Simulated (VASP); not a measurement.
# WSe2 in VASP: a series of runs, part 2 of 2

VASP 6.6.1. Earlier steps stand in the parts before.

### 3 Single point, PBE

This run uses another cell than the first one, of 39.50 Å³/atom, 1.033 times its volume.

INCAR

```
PREC     = Accurate       # precision mode
ENCUT    = 520            # plane-wave cutoff, eV
EDIFF    = 1E-7           # SCF threshold, eV
ISMEAR   = 0              # smearing method
SIGMA    = 0.02           # smearing width, eV
LREAL    = False          # projectors in reciprocal space
LASPH    = True           # aspherical terms in the spheres
NELM     = 80             # most SCF steps
ALGO     = Normal         # electronic algorithm
ISIF     = 2              # what is computed and relaxed
LWAVE    = False          # write WAVECAR
LCHARG   = True           # write CHGCAR
GGA      = PE             # functional
LELF     = True           # ELF
LVHAR    = True         
NBANDS   = 35             # bands
```

KPOINTS

```
Automatic mesh
0
Gamma
  12 12 2
```

POSCAR

```
WSe2
1.0
    3.3204762296      0.0000000000      0.0000000000
   -1.6602381148      2.8756167675      0.0000000000
    0.0000000000      0.0000000000     24.8202682399
W Se
2 4
Direct
    0.6666666667      0.3333333333      0.1531518705
    0.3333333333      0.6666666667      0.8468481295
    0.3333333333      0.6666666667      0.2207608093
    0.6666666667      0.3333333333      0.9144658519
    0.3333333333      0.6666666667      0.0855341481
    0.6666666667      0.3333333333      0.7792391907
```

Potentials or basis: VASP PAW PBE potentials, release 64 (W_sv, Se).

Launch:

```sh
$ cat potpaw_PBE.64/W_sv/POTCAR potpaw_PBE.64/Se/POTCAR > POTCAR
$ mpirun -np 1 vasp_std > vasp.out
```

OUTCAR:

```text
PREC = Accurate
   ENCUT = 520
   EDIFF = 1E-7
   ISMEAR = 0
   LREAL = False
   LASPH = True
   NELM = 80
   ISIF = 2
   GGA = PE

 ion  position               nearest neighbor table
   1  0.667  0.333  0.153-   3 2.55   3 2.55   3 2.55   5 2.55   5 2.55   5 2.55
   2  0.333  0.667  0.847-   6 2.55   6 2.55   6 2.55   4 2.55   4 2.55   4 2.55
   3  0.333  0.667  0.221-   1 2.55   1 2.55   1 2.55
   4  0.667  0.333  0.914-   2 2.55   2 2.55   2 2.55
   5  0.333  0.667  0.086-   1 2.55   1 2.55   1 2.55
   6  0.667  0.333  0.779-   2 2.55   2 2.55   2 2.55

  LATTYP: Found a hexagonal cell.
 ALAT       =     3.3204762296
 C/A-ratio  =     7.4749121884

  Lattice vectors:

 A1 = (   3.3204762296,   0.0000000000,   0.0000000000)
 A2 = (  -1.6602381148,   2.8756167675,   0.0000000000)
 A3 = (   0.0000000000,   0.0000000000,  24.8202682399)

Analysis of symmetry for initial positions (statically):
=====================================================================
 Subroutine PRICEL returns:
 Original cell was already a primitive cell.

 Routine SETGRP: Setting up the symmetry group for a
 hexagonal supercell.

 Subroutine GETGRP returns: Found 12 space group operations
 (whereof 12 operations were pure point group operations)
 out of a pool of 24 trial point group operations.

The static configuration has the point symmetry D_3d.

Analysis of symmetry for dynamics (positions and initial velocities):
=====================================================================
 Subroutine PRICEL returns:
 Original cell was already a primitive cell.

 Routine SETGRP: Setting up the symmetry group for a
 hexagonal supercell.

 Subroutine GETGRP returns: Found 12 space group operations
 (whereof 12 operations were pure point group operations)
 out of a pool of 24 trial point group operations.

The dynamic configuration has the point symmetry D_3d.

 Subroutine INISYM returns: Found 12 space group operations
 (whereof 12 operations are pure point group operations),
 and found     1 'primitive' translations

----------------------------------------------------------------------------------------

                                     Primitive cell

  volume of cell :     236.9943

  direct lattice vectors                    reciprocal lattice vectors
     3.320476230  0.000000000  0.000000000     0.301161620  0.173875742  0.000000000
    -1.660238115  2.875616767  0.000000000     0.000000000  0.347751485  0.000000000
     0.000000000  0.000000000 24.820268240     0.000000000  0.000000000  0.040289653

  length of vectors
     3.320476230  3.320476230 24.820268240     0.347751485  0.347751485  0.040289653

  position of ions in fractional coordinates (direct lattice)
     0.666666667  0.333333333  0.153151870
     0.333333333  0.666666667  0.846848130
     0.333333333  0.666666667  0.220760809
     0.666666667  0.333333333  0.914465852
     0.333333333  0.666666667  0.085534148
     0.666666667  0.333333333  0.779239191

  ion indices of the primitive-cell ions
   primitive index   ion index
                 1           1
                 2           2
[... 21 lines left out ...]
     0.028979290  0.028979290  0.020144827

  Shift w.r.t. Gamma in fractional coordinates (k-lattice)
     0.000000000  0.000000000  0.000000000

 Subroutine IBZKPT returns following result:
 ===========================================

 Found     38 irreducible k-points:

 Following reciprocal coordinates:
            Coordinates               Weight
  0.000000  0.000000  0.000000      1.000000
  0.083333  0.000000  0.000000      6.000000
  0.166667  0.000000  0.000000      6.000000
  0.250000  0.000000  0.000000      6.000000
  0.333333  0.000000  0.000000      6.000000
  0.416667  0.000000  0.000000      6.000000
[... 16 lines left out ...]
  0.250000  0.000000  0.500000      6.000000
  0.333333  0.000000  0.500000      6.000000
 [... further k-points ...]
   k-points           NKPTS =     38   k-points in BZ     NKDIM =     38   number of bands    NBANDS=     35
   number of dos      NEDOS =    301   number of ions     NIONS =      6
   total plane-waves  NPLWV = 150528
   dimension x,y,z NGX =    28 NGY =   28 NGZ =  192
   dimension x,y,z NGXF=    56 NGYF=   56 NGZF=  384
   ions per type =               2   4
   NGX,Y,Z   is equivalent  to a cutoff of  14.02, 14.02, 12.86 a.u.
   NGXF,Y,Z  is equivalent  to a cutoff of  28.04, 28.04, 25.72 a.u.
 SYSTEM =  unknown system
   PREC   = accura    normal or accurate (medium, high low for compatibility)
   ISTART =      0    job   : 0-new  1-cont  2-samecut
   ICHARG =      2    charge: 1-file 2-atom 10-const
   ISPIN  =      1    spin polarized calculation?
   LNONCOLLINEAR =      F non collinear calculations
   LSORBIT =      F    spin-orbit coupling
   LASPH  =      T    aspherical Exc in radial PAW
   ENCUT  =  520.0 eV  38.22 Ry    6.18 a.u.   6.17  6.17 46.15*2*pi/ulx,y,z
   NELM   =     80;   NELMIN=  2; NELMDL= -5     # of ELM steps
   EDIFF  = 0.1E-06   stopping-criterion for ELM
   LREAL  =      F    real-space projection
   EDIFFG = 0.1E-05   stopping-criterion for IOM
   NSW    =      0    number of steps for IOM
   IBRION =     -1    ionic relax: 0-MD 1-quasi-New 2-CG
   NFREE  =      0    steps in history (QN), initial steepest desc. (CG)
   ISIF   =      2    stress and relaxation
   ISYM   =      2    0-nonsym 1-usesym 2-fastsym
   POTIM  = 0.5000    time-step for ionic-motion
   TEBEG  =    0.0;   TEEND  =   0.0 temperature during run
   PSTRESS=    0.0 pullay stress
   NELECT =      52.0000    total number of electrons
   NUPDOWN=      -1.0000    fix difference up-down
   EMIN   =  10.00;   EMAX   =-10.00  energy-range for DOS
   EFERMI =   0.00;   METHOD = LEGACY
   ISMEAR =     0;   SIGMA  =   0.02  broadening in eV -4-tet -1-fermi 0-gaus
   EFERMI_NEDOS =   21; number of points for ismear=-14 and -15
   IALGO  =     38    algorithm
   IMIX   =      4    mixing-type and parameters
     AMIX     =   0.40;   BMIX     =  1.00
     AMIX_MAG =   1.60;   BMIX_MAG =  1.00
  volume/ion in A,a.u.               =      39.50       266.55
  Fermi-wavevector in a.u.,A,eV,Ry     =   0.987408  1.865931 13.265335  0.974975
  Thomas-Fermi vector in A             =   2.118860
   LORBIT       =      0    0 simple, 1 ext, 2 COOP (PROOUT), +10 PAW based schemes
   GGA     = PE    functional components
   LHFCALC =     F    Hartree Fock is set to
   AEXX    =    0.0000 exact exchange contribution
   IVDW    =     0    specifies the selected vdW correction
   LEPSILON=     F    determine dielectric tensor
   LRPA    =     F    only Hartree local field effects (RPA)
 non-spin polarized calculation
 Gauss-broadening in eV      SIGMA  =   0.02
  energy-cutoff  :      520.00
  volume of cell :      236.99
 maximum number of plane-waves:      6438
 NGX is ok and might be reduce to    28
   NGX = 13   NGY = 13   NGZ = 93

 number of electron      52.0000002 magnetization

 Free energy of the ion-electron system (eV)
  ---------------------------------------------------
  ext. energy  EPLUGINS =         0.00000000
  ---------------------------------------------------
  free energy    TOTEN  =       -43.25167748 eV

  energy without entropy =      -43.25167748  energy(sigma->0) =      -43.25167748

 E-fermi :   0.8417     XC(G=0):  -6.1307

 val. band max:        0.5911510736   @ k =   0.3333   0.3333   0.0000
 cond. band min:       2.1268805071   @ k =   0.3333   0.3333   0.5000
 fundamental gap:      1.5357294335
 Fermi energy:         0.8417406026

 k-point     1 :       0.0000    0.0000    0.0000
  band No.  band energies     occupation
      1     -73.5012      2.00000
      2     -73.5012      2.00000
      3     -37.7202      2.00000
      4     -37.7202      2.00000
      5     -37.6184      2.00000
      6     -37.6184      2.00000
[... 901 lines left out ...]
     34       4.7494      0.00000
     35       6.4061      0.00000

 [... further k-points ...]
[... 5 lines left out ...]
  --------------------------------------------------------------------------------------
  -------------------------------------------------------------------------------------
  Total        0.1981552      0.1981552      0.2865847      0.0000000      0.0000000     -0.0000000
  in kB        1.3396094      1.3396094      1.9374290      0.0000000      0.0000000     -0.0000000
  external PRESSURE =       1.5388826 kB  Pullay stress =       0.0000000 kB

 VOLUME and BASIS-vectors are now :
 -----------------------------------------------------------------------------
  energy-cutoff  :      520.00
  volume of cell :      236.99
      direct lattice vectors                 reciprocal lattice vectors
     3.320476230  0.000000000  0.000000000     0.301161620  0.173875742  0.000000000
    -1.660238115  2.875616767  0.000000000     0.000000000  0.347751485  0.000000000
     0.000000000  0.000000000 24.820268240     0.000000000  0.000000000  0.040289653

 POSITION                                       TOTAL-FORCE (eV/Angst)
 -----------------------------------------------------------------------------------
      1.66024      0.95854      3.80127        -0.000000     -0.000000      0.000379
     -0.00000      1.91708     21.01900         0.000000      0.000000     -0.000379
     -0.00000      1.91708      5.47934        -0.000000     -0.000000      0.045356
      1.66024      0.95854     22.69729        -0.000000     -0.000000      0.045149
     -0.00000      1.91708      2.12298        -0.000000     -0.000000     -0.045149
      1.66024      0.95854     19.34093        -0.000000     -0.000000     -0.045356
 -----------------------------------------------------------------------------------
    total drift:                                0.000000     -0.000000      0.000000

  FREE ENERGIE OF THE ION-ELECTRON SYSTEM (eV)
  ---------------------------------------------------
  free  energy   TOTEN  =       -43.2516774825 eV

  energy  without entropy=      -43.2516774825  energy(sigma->0) =      -43.25167748
```

Wall time 11 min (1 thread of AMD EPYC 7R13 (Zen 3), shared host); peak memory 0.51 GiB.

What came out:

```
Free energy            : -43.2517 eV
Largest force          : 0.045 eV/Å
Band gap on the k mesh : 1.54 eV, direct
```

Forces in eV/Å, atoms in the order of the input:
```
W    0.000  0.000  0.000
W    0.000  0.000  0.000
Se   0.000  0.000  0.045
Se   0.000  0.000  0.045
Se   0.000  0.000 -0.045
Se   0.000  0.000 -0.045
```

Caveat: spin-orbit coupling is left out, which moves the levels of the heavy elements.
